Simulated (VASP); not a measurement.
Crystal: Sc.

```
Sc
1.0
     3.32807    0.00000    0.00000
    -1.66404    2.88219    0.00000
     0.00000    0.00000    5.21215
Sc
2
Direct
  0.33333 0.66667 0.25000
  0.66667 0.33333 0.75000
```

Base run:

- Program: VASP 6.6.1
- Functional: r2SCAN
- Potentials or basis: VASP PAW PBE potentials, release 64 (Sc_sv)
- Cutoff: 520 eV
- k mesh: 11 × 11 × 6
- Occupations: fermi-dirac, width 0.2 eV
- Spin: no spin polarisation

Its results: band gap on the k mesh zero (bands 11 and 12 overlap by 1.52 eV); pressure 0.6 GPa.

Question: The run is repeated on the same cell with these changes: occupations from fermi-dirac, width 0.2 eV to fermi-dirac, width 0.03 eV. What comes out?

Answer: Band gap on the k mesh zero (bands 11 and 12 overlap by 1.52 eV); pressure 0.0 GPa.

Caveats: the PAW data sets were made with another functional, which shifts forces and pressure a little.
